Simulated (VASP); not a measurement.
# Mg2Zn3O (R-3m) in VASP: a series of runs

Runs on Mg2Zn3O. Level: PBE. Tasks: single point.

All numbers are computed with VASP 6.6.1; they aren't measurements. Logs are shortened: lines on timing, memory, paths and dates and some standing lists are left out, and cuts for length are marked.

**1. The cell of the first run**

It takes space group R-3m (No. 166, trigonal). The conventional cell has a = 5.156 Å, b = 5.156 Å, c = 11.741 Å, α = 90.00°, β = 90.00°, γ = 120.00°. Mg (site symmetry 3m) has 4 Mg at 2.87 to 3.15 Å and 9 Zn at 2.89 to 2.95 Å and 3 O at 3.02 Å within 3.8 Å. Within 3.2 Å of Zn (site symmetry 2/m) lie 2 O at 2.46 Å and 4 Zn at 2.58 Å and 6 Mg at 2.89 to 2.95 Å. O (site symmetry -3m) has 6 Zn at 2.46 Å and 6 Mg at 3.02 Å within 3.2 Å.

**2. Single point, PBE**

INCAR reads:

```
PREC     = Accurate       # precision mode
ENCUT    = 600            # plane-wave cutoff, eV
EDIFF    = 1E-6           # SCF threshold, eV
ISMEAR   = 0              # smearing method
SIGMA    = 0.2            # smearing width, eV
LREAL    = False          # projectors in reciprocal space
LASPH    = True           # aspherical terms in the spheres
NELM     = 120            # most SCF steps
ALGO     = Normal         # electronic algorithm
ISIF     = 2              # what is computed and relaxed
LWAVE    = False          # write WAVECAR
LCHARG   = False          # write CHGCAR
GGA      = PE             # functional
NBANDS   = 32             # bands
GGA_COMPAT= False
```

KPOINTS reads:

```
Automatic mesh
0
Gamma
  4 4 4
```

POSCAR reads:

```
Mg2Zn3O
1.0
    2.5777562420      1.4882682602      3.9138184719
   -2.5777562420      1.4882682602      3.9138184719
    0.0000000000     -2.9765365204      3.9138184719
Mg Zn O
2 3 1
Direct
    0.6223367662      0.6223367662      0.6223367662
    0.3776632338      0.3776632338      0.3776632338
    0.0000000000      0.5000000000      0.0000000000
    0.5000000000      0.0000000000      0.0000000000
    0.0000000000      0.0000000000      0.5000000000
    0.0000000000      0.0000000000      0.0000000000
```

Potentials or basis: VASP PAW PBE potentials, release 64 (Mg, Zn, O).

Command:

```
> cat potpaw_PBE.64/Mg/POTCAR potpaw_PBE.64/Zn/POTCAR potpaw_PBE.64/O/POTCAR > POTCAR
> mpirun -np 1 vasp_std > vasp.out
```

OUTCAR:

```text
PREC = Accurate
   ENCUT = 600
   EDIFF = 1E-6
   ISMEAR = 0
   LREAL = False
   LASPH = True
   NELM = 120
   ISIF = 2
   GGA = PE

 ion  position               nearest neighbor table
   1  0.622  0.622  0.622-   2 2.87   5 2.89   4 2.89   3 2.89   3 2.95   4 2.95   4 2.95   3 2.95
                             5 2.95   5 2.95   2 3.15   2 3.15   2 3.15
   2  0.378  0.378  0.378-   1 2.87   5 2.89   4 2.89   3 2.89   3 2.95   4 2.95   3 2.95   4 2.95
                             5 2.95   5 2.95   1 3.15   1 3.15   1 3.15
   3  0.000  0.500  0.000-   6 2.46   6 2.46   5 2.58   5 2.58   4 2.58   4 2.58   1 2.89   2 2.89
                             2 2.95   1 2.95   2 2.95   1 2.95
   4  0.500  0.000  0.000-   6 2.46   6 2.46   5 2.58   5 2.58   3 2.58   3 2.58   1 2.89   2 2.89
                             1 2.95   2 2.95   1 2.95   2 2.95
   5  0.000  0.000  0.500-   6 2.46   6 2.46   4 2.58   3 2.58   3 2.58   4 2.58   1 2.89   2 2.89
                             2 2.95   1 2.95   2 2.95   1 2.95
   6  0.000  0.000  0.000-   5 2.46   5 2.46   3 2.46   4 2.46   3 2.46   4 2.46

  LATTYP: Found a trigonal (rhomboedric) cell.
 ALAT       =     4.9170870125
 COS(alpha) =     0.4503352295

  Lattice vectors:

 A1 = (   2.5777562420,   1.4882682602,   3.9138184719)
 A2 = (  -2.5777562420,   1.4882682602,   3.9138184719)
 A3 = (   0.0000000000,  -2.9765365204,   3.9138184719)

Analysis of symmetry for initial positions (statically):
=====================================================================
 Subroutine PRICEL returns:
 Original cell was already a primitive cell.

 Routine SETGRP: Setting up the symmetry group for a
 trigonal (rhombohedral) supercell.

 Subroutine GETGRP returns: Found 12 space group operations
 (whereof 12 operations were pure point group operations)
 out of a pool of 12 trial point group operations.

The static configuration has the point symmetry D_3d.

Analysis of symmetry for dynamics (positions and initial velocities):
=====================================================================
 Subroutine PRICEL returns:
 Original cell was already a primitive cell.

 Routine SETGRP: Setting up the symmetry group for a
 trigonal (rhombohedral) supercell.

 Subroutine GETGRP returns: Found 12 space group operations
 (whereof 12 operations were pure point group operations)
 out of a pool of 12 trial point group operations.

The dynamic configuration has the point symmetry D_3d.

 Subroutine INISYM returns: Found 12 space group operations
 (whereof 12 operations are pure point group operations),
 and found     1 'primitive' translations

----------------------------------------------------------------------------------------

                                     Primitive cell

  volume of cell :      90.0897

  direct lattice vectors                    reciprocal lattice vectors
     2.577756242  1.488268260  3.913818472     0.193967138  0.111986979  0.085168317
    -2.577756242  1.488268260  3.913818472    -0.193967138  0.111986979  0.085168317
     0.000000000 -2.976536520  3.913818472     0.000000000 -0.223973958  0.085168317

  length of vectors
     4.917087012  4.917087012  4.917087012     0.239620484  0.239620484  0.239620484

  position of ions in fractional coordinates (direct lattice)
     0.622336766  0.622336766  0.622336766
     0.377663234  0.377663234  0.377663234
     0.000000000  0.500000000  0.000000000
     0.500000000  0.000000000  0.000000000
     0.000000000  0.000000000  0.500000000
     0.000000000  0.000000000  0.000000000

  ion indices of the primitive-cell ions
   primitive index   ion index
                 1           1
                 2           2
                 3           3
                 4           4
                 5           5
                 6           6

----------------------------------------------------------------------------------------

 KPOINTS: Automatic mesh

Automatic generation of k-mesh.
 Grid dimensions read from file:
 generate k-points for:    4    4    4

 Generating k-lattice:

  Cartesian coordinates                     Fractional coordinates (reciprocal lattice)
     0.048491784  0.027996745  0.021292079     0.250000000  0.000000000  0.000000000
    -0.048491784  0.027996745  0.021292079     0.000000000  0.250000000  0.000000000
     0.000000000 -0.055993490  0.021292079     0.000000000  0.000000000  0.250000000

  Length of vectors
     0.059905121  0.059905121  0.059905121

  Shift w.r.t. Gamma in fractional coordinates (k-lattice)
     0.000000000  0.000000000  0.000000000

 Subroutine IBZKPT returns following result:
 ===========================================

 Found     13 irreducible k-points:

 Following reciprocal coordinates:
            Coordinates               Weight
  0.000000  0.000000  0.000000      1.000000
  0.250000 -0.000000  0.000000      6.000000
  0.500000 -0.000000  0.000000      3.000000
  0.250000  0.250000  0.000000      6.000000
  0.500000  0.250000  0.000000     12.000000
 -0.250000  0.250000  0.000000      6.000000
  0.500000  0.500000  0.000000      3.000000
  0.250000  0.250000  0.250000      2.000000
  0.500000  0.250000  0.250000      6.000000
 -0.250000  0.250000  0.250000      6.000000
  0.500000  0.500000  0.250000      6.000000
 -0.250000  0.500000  0.250000      6.000000
  0.500000  0.500000  0.500000      1.000000
   k-points           NKPTS =     13   k-points in BZ     NKDIM =     13   number of bands    NBANDS=     32
   number of dos      NEDOS =    301   number of ions     NIONS =      6
   total plane-waves  NPLWV =  64000
   dimension x,y,z NGX =    40 NGY =   40 NGZ =   40
   dimension x,y,z NGXF=    80 NGYF=   80 NGZF=   80
   ions per type =               2   3   1
   NGX,Y,Z   is equivalent  to a cutoff of  13.52, 13.52, 13.52 a.u.
   NGXF,Y,Z  is equivalent  to a cutoff of  27.05, 27.05, 27.05 a.u.
 SYSTEM =  unknown system
   PREC   = accura    normal or accurate (medium, high low for compatibility)
   ISTART =      0    job   : 0-new  1-cont  2-samecut
   ICHARG =      2    charge: 1-file 2-atom 10-const
   ISPIN  =      1    spin polarized calculation?
   LNONCOLLINEAR =      F non collinear calculations
   LSORBIT =      F    spin-orbit coupling
   LASPH  =      T    aspherical Exc in radial PAW
   ENCUT  =  600.0 eV  44.10 Ry    6.64 a.u.   9.82  9.82  9.82*2*pi/ulx,y,z
   NELM   =    120;   NELMIN=  2; NELMDL= -5     # of ELM steps
   EDIFF  = 0.1E-05   stopping-criterion for ELM
   LREAL  =      F    real-space projection
   EDIFFG = 0.1E-04   stopping-criterion for IOM
   NSW    =      0    number of steps for IOM
   IBRION =     -1    ionic relax: 0-MD 1-quasi-New 2-CG
   NFREE  =      0    steps in history (QN), initial steepest desc. (CG)
   ISIF   =      2    stress and relaxation
   ISYM   =      2    0-nonsym 1-usesym 2-fastsym
   POTIM  = 0.5000    time-step for ionic-motion
   TEBEG  =    0.0;   TEEND  =   0.0 temperature during run
   PSTRESS=    0.0 pullay stress
   NELECT =      46.0000    total number of electrons
   NUPDOWN=      -1.0000    fix difference up-down
   EMIN   =  10.00;   EMAX   =-10.00  energy-range for DOS
   EFERMI =   0.00;   METHOD = LEGACY
   ISMEAR =     0;   SIGMA  =   0.20  broadening in eV -4-tet -1-fermi 0-gaus
   EFERMI_NEDOS =   21; number of points for ismear=-14 and -15
   IALGO  =     38    algorithm
   IMIX   =      4    mixing-type and parameters
     AMIX     =   0.40;   BMIX     =  1.00
     AMIX_MAG =   1.60;   BMIX_MAG =  1.00
  volume/ion in A,a.u.               =      15.01       101.33
  Fermi-wavevector in a.u.,A,eV,Ry     =   1.308486  2.472680 23.295022  1.712136
  Thomas-Fermi vector in A             =   2.439150
   LORBIT       =      0    0 simple, 1 ext, 2 COOP (PROOUT), +10 PAW based schemes
   GGA     = PE    functional components
   LHFCALC =     F    Hartree Fock is set to
   AEXX    =    0.0000 exact exchange contribution
   IVDW    =     0    specifies the selected vdW correction
   LEPSILON=     F    determine dielectric tensor
   LRPA    =     F    only Hartree local field effects (RPA)
 non-spin polarized calculation
 Gauss-broadening in eV      SIGMA  =   0.20
  energy-cutoff  :      600.00
  volume of cell :       90.09
 maximum number of plane-waves:      3022
   NGX = 19   NGY = 19   NGZ = 19

 number of electron      46.0000033 magnetization

 Free energy of the ion-electron system (eV)
  ---------------------------------------------------
  ext. energy  EPLUGINS =         0.00000000
  ---------------------------------------------------
  free energy    TOTEN  =       -12.79648348 eV

  energy without entropy =      -12.78310721  energy(sigma->0) =      -12.78979534

 E-fermi :   3.4499     XC(G=0): -10.5635

 val. band max:        3.1455847727   @ k =   0.5000   0.5000   0.0000
 cond. band min:       3.4663267486   @ k =   0.0000   0.0000   0.0000
 fundamental gap:      0.3207419759
 Fermi energy:         3.4499473894

 k-point     1 :       0.0000    0.0000    0.0000
  band No.  band energies     occupation
      1     -14.1576      2.00000
      2      -5.3744      2.00000
      3      -4.7238      2.00000
      4      -4.5555      2.00000
      5      -4.5555      2.00000
      6      -4.3939      2.00000
[... 24 lines left out ...]
     31       8.8690      0.00000
     32       8.8690      0.00000

 k-point     2 :       0.2500   -0.0000    0.0000
  band No.  band energies     occupation
      1     -14.1289      2.00000
      2      -5.0722      2.00000
      3      -4.5678      2.00000
      4      -4.5193      2.00000
      5      -4.4017      2.00000
      6      -4.3225      2.00000
[... 24 lines left out ...]
     31       8.8144      0.00000
     32      10.5542      0.00000

 k-point     3 :       0.5000   -0.0000    0.0000
  band No.  band energies     occupation
      1     -14.0998      2.00000
      2      -4.7164      2.00000
      3      -4.3639      2.00000
      4      -4.3024      2.00000
      5      -4.1518      2.00000
      6      -4.0675      2.00000
[... 24 lines left out ...]
     31       9.3203      0.00000
     32      11.3020      0.00000

 k-point     4 :       0.2500    0.2500    0.0000
  band No.  band energies     occupation
      1     -14.1098      2.00000
      2      -5.0860      2.00000
      3      -4.5407      2.00000
      4      -4.5078      2.00000
      5      -4.4027      2.00000
      6      -4.3493      2.00000
[... 24 lines left out ...]
     31       9.1328      0.00000
     32       9.5103      0.00000

 k-point     5 :       0.5000    0.2500    0.0000
  band No.  band energies     occupation
      1     -14.0809      2.00000
      2      -4.7033      2.00000
      3      -4.4528      2.00000
      4      -4.3238      2.00000
      5      -4.2559      2.00000
      6      -4.2179      2.00000
[... 199 lines left out ...]
     31       9.7509      0.00000
     32      11.0437      0.00000

 k-point    11 :       0.5000    0.5000    0.2500
  band No.  band energies     occupation
      1     -14.0508      2.00000
      2      -5.1798      2.00000
      3      -4.5253      2.00000
      4      -4.5095      2.00000
      5      -4.4031      2.00000
      6      -4.3645      2.00000
[... 24 lines left out ...]
     31      11.3994      0.00000
     32      11.9791      0.00000

 k-point    12 :      -0.2500    0.5000    0.2500
  band No.  band energies     occupation
      1     -14.0616      2.00000
      2      -4.7753      2.00000
      3      -4.4449      2.00000
      4      -4.3707      2.00000
      5      -4.2458      2.00000
      6      -4.2079      2.00000
[... 24 lines left out ...]
     31      10.7951      0.00000
     32      11.2376      0.00000

 k-point    13 :       0.5000    0.5000    0.5000
  band No.  band energies     occupation
      1     -14.0396      2.00000
      2      -5.4778      2.00000
      3      -4.6164      2.00000
      4      -4.5598      2.00000
      5      -4.5598      2.00000
      6      -4.5135      2.00000
[... 24 lines left out ...]
     31      11.4022      0.00000
     32      11.4367      0.00000

------------------------ aborting loop because EDIFF is reached ----------------------------------------

  FORCE on cell =-STRESS in cart. coord.  units (eV):
  Direction    XX          YY          ZZ          XY          YZ          ZX
  --------------------------------------------------------------------------------------
  -------------------------------------------------------------------------------------
  Total       -0.0070943     -0.0070943      0.0450266      0.0000000     -0.0000000     -0.0000000
  in kB       -0.1261670     -0.1261670      0.8007641      0.0000000     -0.0000000     -0.0000000
  external PRESSURE =       0.1828100 kB  Pullay stress =       0.0000000 kB

 VOLUME and BASIS-vectors are now :
 -----------------------------------------------------------------------------
  energy-cutoff  :      600.00
  volume of cell :       90.09
      direct lattice vectors                 reciprocal lattice vectors
     2.577756242  1.488268260  3.913818472     0.193967138  0.111986979  0.085168317
    -2.577756242  1.488268260  3.913818472    -0.193967138  0.111986979  0.085168317
     0.000000000 -2.976536520  3.913818472     0.000000000 -0.223973958  0.085168317

 POSITION                                       TOTAL-FORCE (eV/Angst)
 -----------------------------------------------------------------------------------
      0.00000      0.00000      7.30714        -0.000000     -0.000000      0.047821
      0.00000      0.00000      4.43432        -0.000000     -0.000000     -0.047821
     -1.28888      0.74413      1.95691         0.000000     -0.000000      0.000000
      1.28888      0.74413      1.95691        -0.000000      0.000000     -0.000000
      0.00000     -1.48827      1.95691         0.000000      0.000000     -0.000000
      0.00000      0.00000      0.00000        -0.000000     -0.000000      0.000000
 -----------------------------------------------------------------------------------
    total drift:                               -0.000000      0.000000     -0.000000

  FREE ENERGIE OF THE ION-ELECTRON SYSTEM (eV)
  ---------------------------------------------------
  free  energy   TOTEN  =       -12.7964834793 eV

  energy  without entropy=      -12.7831072098  energy(sigma->0) =      -12.78979534
```

It took 30 s on 1 thread of Intel Xeon 6975P-C (Granite Rapids), shared host; peak memory 0.25 GiB.

What came out:

* Free energy: -12.7965 eV
* Pressure: 0.0 GPa
* Largest force: 0.048 eV/Å
* Band gap on the k mesh: zero (band 23 reaches 3.99 eV, above the bottom of band 24 at 2.90 eV)

Forces in eV/Å, atoms in the order of the input:
```
Mg   0.000  0.000  0.048
Mg   0.000  0.000 -0.048
Zn   0.000  0.000  0.000
Zn   0.000  0.000  0.000
Zn   0.000  0.000  0.000
O    0.000  0.000  0.000
```

Caveat: the k points lie up to 0.38 Å⁻¹ apart.

**3. Single point, PBE**

This run uses another cell than the first one, of 15.05 Å³/atom, 1.002 times its volume.

INCAR reads:

```
PREC = Accurate
ENCUT = 600
EDIFF = 1E-6
ISMEAR = 0
SIGMA = 0.2
LREAL = False
LASPH = True
NELM = 120
ALGO = Normal
ISIF = 2
LWAVE = False
LCHARG = True
GGA = PE
LELF = True
LVHAR = True
NBANDS = 32
GGA_COMPAT = False
```

KPOINTS reads:

```
regular mesh
0
Gamma
  4 4 4
```

POSCAR reads:

```
Mg2Zn3O
1.0
    2.5724866453      1.4852258571      3.9387569053
   -2.5724866453      1.4852258571      3.9387569053
    0.0000000000     -2.9704517143      3.9387569053
Mg Zn O
2 3 1
Direct
    0.1228162474      0.1228162474      0.1228162474
    0.8771837526      0.8771837526      0.8771837526
    0.0000000000      0.5000000000      0.5000000000
    0.5000000000      0.0000000000      0.5000000000
    0.5000000000      0.5000000000      0.0000000000
    0.5000000000      0.5000000000      0.5000000000
```

Potentials or basis: VASP PAW PBE potentials, release 64 (Mg, Zn, O).

Command:

```
> cat potpaw_PBE.64/Mg/POTCAR potpaw_PBE.64/Zn/POTCAR potpaw_PBE.64/O/POTCAR > POTCAR
> mpirun -np 1 vasp_std > vasp.out
```

Wall time 31 s (1 thread of Intel Xeon 6975P-C (Granite Rapids), shared host); peak memory 0.25 GiB.

Results (log left out):

- Free energy: -12.7960 eV
- Pressure: -0.2 GPa
- Largest force: 0.005 eV/Å
- Band gap on the k mesh: zero (band 23 reaches 3.98 eV, above the bottom of band 24 at 2.86 eV)

Forces in eV/Å, atoms in the order of the input:
```
Mg   0.000  0.000 -0.005
Mg   0.000  0.000  0.005
Zn   0.000  0.000  0.000
Zn   0.000  0.000  0.000
Zn   0.000  0.000  0.000
O    0.000  0.000  0.000
```

Stress tensor (GPa, compression positive):
```
 0.01  0.00  0.00
 0.00  0.01  0.00
 0.00  0.00 -0.54
```

Levels at points of the mesh, in eV from the Fermi level:
```
           k point  band 20  band 21  band 22  band 23  band 24  band 25  band 26  band 27
(0.00, 0.00, 0.00)    -3.75    -1.46     0.04     0.04     0.12     0.12     1.91     2.48
(0.50, 0.00, 0.00)    -3.65    -1.77    -1.42    -1.03     1.30     1.95     2.41     2.69
(0.50, 0.50, 0.00)    -4.13    -3.34    -1.16    -0.30     0.34     0.81     4.75     5.65
(0.50, 0.50, 0.50)    -3.50    -1.55    -1.55    -1.42     0.23     1.12     1.94     1.94
```

Caveat: the k points lie up to 0.38 Å⁻¹ apart.
